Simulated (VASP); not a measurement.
# LuBeSi4 (P4mm) in VASP: further runs

LuBeSi4 is run at these levels: PBE; tasks: single point.

Program: VASP 6.6.1. These are calculated values, not measurements. Logs are shortened: lines on timing, memory, paths and dates and some standing lists are left out, and cuts for length are marked.

### 1 The cell of the first run

The structure is tetragonal, space group P4mm (No. 99). The conventional cell has a = 4.569 Å, b = 4.569 Å, c = 5.264 Å, α = 90.00°, β = 90.00°, γ = 90.00°. Within 3.3 Å of Lu (site symmetry 4mm) lie 4 Si at 2.52 Å. Be (site symmetry 4mm) has 4 Si at 1.97 Å within 2.6 Å. Si (site symmetry m) has 1 Be at 1.97 Å and 4 Si at 2.11 to 2.46 Å and 1 Lu at 2.52 Å within 2.6 Å.

### 2 Single point, PBE

File INCAR:

```
  PREC = Accurate
  ENCUT = 520
  EDIFF = 1E-7
  ISMEAR = 0
  SIGMA = 0.1
  LREAL = F
  LASPH = T
  NELM = 80
  ALGO = Normal
  ISIF = 2
  LWAVE = F
  LCHARG = F
  GGA = PE
  NBANDS = 30
```

File KPOINTS:

```
regular mesh
0
Gamma
  4 4 4
```

File POSCAR:

```
LuBeSi4
1.0
    4.5686516900      0.0000000000      0.0000000000
    0.0000000000      4.5686516900      0.0000000000
    0.0000000000      0.0000000000      5.2636487000
Lu Be Si
1 1 4
Direct
    0.5000000000      0.5000000000      0.5990651400
    0.0000000000      0.0000000000      0.0379118700
    0.7308232700      0.7308232700      0.2135304900
    0.2691767300      0.2691767300      0.2135304900
    0.2691767300      0.7308232700      0.2135304900
    0.7308232700      0.2691767300      0.2135304900
```

Potentials or basis: VASP PAW PBE potentials, release 64 (Lu, Be, Si).

On the command line:

```bash
$ cat potpaw_PBE.64/Lu/POTCAR potpaw_PBE.64/Be/POTCAR potpaw_PBE.64/Si/POTCAR > POTCAR
$ mpirun -np 1 vasp_std > vasp.out
```

OUTCAR:

```text
PREC = Accurate
   ENCUT = 520
   EDIFF = 1E-7
   ISMEAR = 0
   LREAL = F
   LASPH = T
   NELM = 80
   ISIF = 2
   GGA = PE

 ion  position               nearest neighbor table
   1  0.500  0.500  0.599-   3 2.52   4 2.52   5 2.52   6 2.52
   2  0.000  0.000  0.038-   3 1.97   4 1.97   5 1.97   6 1.97
   3  0.731  0.731  0.214-   2 1.97   5 2.11   6 2.11   6 2.46   5 2.46   1 2.52   4 2.98
   4  0.269  0.269  0.214-   2 1.97   5 2.11   6 2.11   5 2.46   6 2.46   1 2.52   3 2.98
   5  0.269  0.731  0.214-   2 1.97   3 2.11   4 2.11   4 2.46   3 2.46   1 2.52   6 2.98
   6  0.731  0.269  0.214-   2 1.97   3 2.11   4 2.11   4 2.46   3 2.46   1 2.52   5 2.98

  LATTYP: Found a simple tetragonal cell.
 ALAT       =     4.5686516900
 C/A-ratio  =     1.1521230020

  Lattice vectors:

 A1 = (   4.5686516900,   0.0000000000,   0.0000000000)
 A2 = (   0.0000000000,   4.5686516900,   0.0000000000)
 A3 = (   0.0000000000,   0.0000000000,   5.2636487000)

Analysis of symmetry for initial positions (statically):
=====================================================================
 Subroutine PRICEL returns:
 Original cell was already a primitive cell.

 Routine SETGRP: Setting up the symmetry group for a
 simple tetragonal supercell.

 Subroutine GETGRP returns: Found  8 space group operations
 (whereof  8 operations were pure point group operations)
 out of a pool of 16 trial point group operations.

The static configuration has the point symmetry C_4v.

Analysis of symmetry for dynamics (positions and initial velocities):
=====================================================================
 Subroutine PRICEL returns:
 Original cell was already a primitive cell.

 Routine SETGRP: Setting up the symmetry group for a
 simple tetragonal supercell.

 Subroutine GETGRP returns: Found  8 space group operations
 (whereof  8 operations were pure point group operations)
 out of a pool of 16 trial point group operations.

The dynamic configuration has the point symmetry C_4v.

 Subroutine INISYM returns: Found  8 space group operations
 (whereof  8 operations are pure point group operations),
 and found     1 'primitive' translations

----------------------------------------------------------------------------------------

                                     Primitive cell

  volume of cell :     109.8659

  direct lattice vectors                    reciprocal lattice vectors
[... 90 lines left out ...]
   EDIFFG = 0.1E-05   stopping-criterion for IOM
   NSW    =      0    number of steps for IOM
   IBRION =     -1    ionic relax: 0-MD 1-quasi-New 2-CG
   NFREE  =      0    steps in history (QN), initial steepest desc. (CG)
   ISIF   =      2    stress and relaxation
   ISYM   =      2    0-nonsym 1-usesym 2-fastsym
   POTIM  = 0.5000    time-step for ionic-motion
   TEBEG  =    0.0;   TEEND  =   0.0 temperature during run
   PSTRESS=    0.0 pullay stress
   NELECT =      43.0000    total number of electrons
   NUPDOWN=      -1.0000    fix difference up-down
   EMIN   =  10.00;   EMAX   =-10.00  energy-range for DOS
   EFERMI =   0.00;   METHOD = LEGACY
   ISMEAR =     0;   SIGMA  =   0.10  broadening in eV -4-tet -1-fermi 0-gaus
   EFERMI_NEDOS =   21; number of points for ismear=-14 and -15
   IALGO  =     38    algorithm
   IMIX   =      4    mixing-type and parameters
     AMIX     =   0.40;   BMIX     =  1.00
     AMIX_MAG =   1.60;   BMIX_MAG =  1.00
  volume/ion in A,a.u.               =      18.31       123.57
  Fermi-wavevector in a.u.,A,eV,Ry     =   1.197503  2.262953 19.510941  1.434014
  Thomas-Fermi vector in A             =   2.333416
   LORBIT       =      0    0 simple, 1 ext, 2 COOP (PROOUT), +10 PAW based schemes
   GGA     = PE    functional components
   LHFCALC =     F    Hartree Fock is set to
   AEXX    =    0.0000 exact exchange contribution
   IVDW    =     0    specifies the selected vdW correction
   LEPSILON=     F    determine dielectric tensor
   LRPA    =     F    only Hartree local field effects (RPA)
 non-spin polarized calculation
 Gauss-broadening in eV      SIGMA  =   0.10
  energy-cutoff  :      520.00
  volume of cell :      109.87
 maximum number of plane-waves:      2979
 NGX is ok and might be reduce to    36
   NGX = 17   NGY = 17   NGZ = 19

 number of electron      43.0000004 magnetization

 Free energy of the ion-electron system (eV)
  ---------------------------------------------------
  ext. energy  EPLUGINS =         0.00000000
  ---------------------------------------------------
  free energy    TOTEN  =       -23.03856413 eV

  energy without entropy =      -23.02160361  energy(sigma->0) =      -23.03008387

 E-fermi :   5.5311     XC(G=0):  -9.7900

 val. band max:        5.5051306420   @ k =   0.5000   0.2500   0.5000
 cond. band min:       5.5551380291   @ k =   0.5000   0.5000   0.0000
 fundamental gap:      0.0500073871
 Fermi energy:         5.5310654523

 k-point     1 :       0.0000    0.0000    0.0000
  band No.  band energies     occupation
      1     -50.9438      2.00000
      2     -21.8362      2.00000
      3     -21.6772      2.00000
      4     -21.6772      2.00000
      5      -8.0942      2.00000
      6      -2.1625      2.00000
[... 583 lines left out ...]
     29      10.0818      0.00000
     30      10.4181      0.00000

------------------------ aborting loop because EDIFF is reached ----------------------------------------

  FORCE on cell =-STRESS in cart. coord.  units (eV):
  Direction    XX          YY          ZZ          XY          YZ          ZX
  --------------------------------------------------------------------------------------
  -------------------------------------------------------------------------------------
  Total       27.4485444     27.4485444     10.8287445      0.0000000      0.0000000      0.0000000
  in kB      400.2827791    400.2827791    157.9158402      0.0000000      0.0000000      0.0000000
  external PRESSURE =     319.4937995 kB  Pullay stress =       0.0000000 kB

 VOLUME and BASIS-vectors are now :
 -----------------------------------------------------------------------------
  energy-cutoff  :      520.00
  volume of cell :      109.87
      direct lattice vectors                 reciprocal lattice vectors
     4.568651690  0.000000000  0.000000000     0.218882959  0.000000000  0.000000000
     0.000000000  4.568651690  0.000000000     0.000000000  0.218882959  0.000000000
     0.000000000  0.000000000  5.263648700     0.000000000  0.000000000  0.189982284

 POSITION                                       TOTAL-FORCE (eV/Angst)
 -----------------------------------------------------------------------------------
      2.28433      2.28433      3.15327         0.000000      0.000000      7.061716
      0.00000      0.00000      0.19955         0.000000      0.000000     -3.889988
      3.33888      3.33888      1.12395         2.350355      2.350355     -0.792932
      1.22977      1.22977      1.12395        -2.350355     -2.350355     -0.792932
      1.22977      3.33888      1.12395        -2.350355      2.350355     -0.792932
      3.33888      1.22977      1.12395         2.350355     -2.350355     -0.792932
 -----------------------------------------------------------------------------------
    total drift:                                0.000000      0.000000     -0.000342

  FREE ENERGIE OF THE ION-ELECTRON SYSTEM (eV)
  ---------------------------------------------------
  free  energy   TOTEN  =       -23.0385641301 eV

  energy  without entropy=      -23.0216036111  energy(sigma->0) =      -23.03008387
```

OSZICAR:

```text
N       E                     dE             d eps       ncg     rms          rms(c)
DAV:   1     0.250149485033E+03    0.25015E+03   -0.16988E+04  1580   0.355E+03
DAV:   2     0.375125587191E+01   -0.24640E+03   -0.23484E+03  1326   0.577E+02
DAV:   3    -0.248236154903E+02   -0.28575E+02   -0.27538E+02  1494   0.107E+02
DAV:   4    -0.272060845692E+02   -0.23825E+01   -0.23512E+01  1798   0.274E+01
DAV:   5    -0.272798504269E+02   -0.73766E-01   -0.73691E-01  1558   0.368E+00    0.130E+01
DAV:   6    -0.233628692289E+02    0.39170E+01   -0.70644E+00  1888   0.671E+01    0.706E+00
DAV:   7    -0.230482784469E+02    0.31459E+00   -0.36999E+00  1514   0.129E+01    0.275E+00
DAV:   8    -0.230386375840E+02    0.96409E-02   -0.31184E-01  1606   0.526E+00    0.137E+00
DAV:   9    -0.230383198608E+02    0.31772E-03   -0.40379E-02  1576   0.145E+00    0.325E-01
DAV:  10    -0.230383479130E+02   -0.28052E-04   -0.39853E-03  1660   0.861E-01    0.187E-01
DAV:  11    -0.230385431089E+02   -0.19520E-03   -0.98131E-04  1612   0.311E-01    0.676E-02
DAV:  12    -0.230385547561E+02   -0.11647E-04   -0.13454E-04  1508   0.772E-02    0.308E-02
DAV:  13    -0.230385659287E+02   -0.11173E-04   -0.31878E-05  1638   0.658E-02    0.102E-02
DAV:  14    -0.230385646321E+02    0.12966E-05   -0.68320E-06  1674   0.388E-02    0.553E-03
DAV:  15    -0.230385641673E+02    0.46479E-06   -0.15494E-06  1722   0.172E-02    0.163E-03
DAV:  16    -0.230385641301E+02    0.37273E-07   -0.30544E-07  1274   0.779E-03
   1 F= -.23038564E+02 E0= -.23030084E+02  d E =-.169605E-01
```

stdout:

```text
POSCAR found type information on POSCAR LuBeSi
 POSCAR found :  3 types and       6 ions
 scaLAPACK will be used
 LDA part: xc-table for (Slater+PW92), standard interpolation
 POSCAR, INCAR and KPOINTS ok, starting setup
 FFT: planning ... GRIDC
 FFT: planning ... GRID_SOFT
 FFT: planning ... GRID
 WAVECAR not read
 entering main loop
```

Run time: 30 s. Hardware: 1 thread of Intel Xeon 6975P-C (Granite Rapids), shared host; peak memory 0.25 GiB.

Results:

| Item | Value |
| --- | --- |
| Free energy | -23.0386 eV |
| Pressure | 31.9 GPa |
| Largest force | 7.062 eV/Å |

Forces in eV/Å, atoms in the order of the input:
```
Lu   0.000  0.000  7.062
Be   0.000  0.000 -3.890
Si   2.350  2.350 -0.793
Si  -2.350 -2.350 -0.793
Si  -2.350  2.350 -0.793
Si   2.350 -2.350 -0.793
```

Caveat: spin-orbit coupling is left out, which moves the levels of the heavy elements; forces of over 1 eV/Å act on the atoms, so gaps and moduli don't describe the material at rest.

### 3 Single point, PBE

This run uses another cell than the first one, of 18.67 Å³/atom, 1.019 times its volume.

File INCAR:

```
SYSTEM = LuBeSi4
  ALGO = Normal
  EDIFF = 1E-7
  ENCUT = 520
  GGA = PE
  ISIF = 2
  ISMEAR = 0
  LASPH = .TRUE.
  LCHARG = .TRUE.
  LELF = .TRUE.
  LREAL = .FALSE.
  LVHAR = .TRUE.
  LWAVE = .FALSE.
  NBANDS = 30
  NELM = 100
  PREC = Accurate
  SIGMA = 0.1
```

File KPOINTS:

```
k-points
0
G
  4 4 4
  0 0 0
```

File POSCAR:

```
LuBeSi4
1.0
    4.9362080237      0.0000000000      0.0000000000
    0.0000000000      4.9362080237      0.0000000000
    0.0000000000      0.0000000000      4.5963012743
Lu Be Si
1 1 4
Direct
    0.5000000000      0.5000000000      0.7219764538
    0.0000000000      0.0000000000     -0.1362593614
    0.7527268352      0.7527268352      0.2263454694
    0.2472731648      0.2472731648      0.2263454694
    0.2472731648      0.7527268352      0.2263454694
    0.7527268352      0.2472731648      0.2263454694
```

Potentials or basis: VASP PAW PBE potentials, release 64 (Lu, Be, Si).

On the command line:

```bash
$ cat potpaw_PBE.64/Lu/POTCAR potpaw_PBE.64/Be/POTCAR potpaw_PBE.64/Si/POTCAR > POTCAR
$ mpirun -np 1 vasp_std > vasp.out
```

It took 31 s on 1 thread of Intel Xeon 6975P-C (Granite Rapids), shared host; peak memory 0.26 GiB.

The run converged. Its results:

```
Free energy   : -28.3765 eV
Pressure      : 0.1 GPa
Largest force : 0.006 eV/Å
```

Forces in eV/Å, atoms in the order of the input:
```
Lu   0.000  0.000  0.005
Be   0.000  0.000 -0.003
Si   0.004  0.004 -0.001
Si  -0.004 -0.004 -0.001
Si  -0.004  0.004 -0.001
Si   0.004 -0.004 -0.001
```

Stress tensor (GPa, compression positive):
```
 0.13  0.00  0.00
 0.00  0.13  0.00
 0.00  0.00 -0.06
```

Levels at points of the mesh, in eV from the Fermi level:
```
           k point  band 19  band 20  band 21  band 22  band 23  band 24
(0.00, 0.00, 0.00)    -2.08    -1.83    -1.24    -1.07    -1.07     1.04
(0.50, 0.00, 0.00)    -2.07    -0.54    -0.53    -0.49     0.53     0.71
(0.50, 0.50, 0.00)    -0.64    -0.39     0.27     0.27     0.47     0.76
(0.00, 0.00, 0.50)    -2.40    -1.15    -1.15    -0.31    -0.10     0.15
(0.50, 0.00, 0.50)    -4.11    -1.42    -0.08     0.37     0.90     0.92
(0.50, 0.50, 0.50)    -2.96    -0.16    -0.16     1.01     1.20     2.60
```

Caveat: spin-orbit coupling is left out, which moves the levels of the heavy elements.
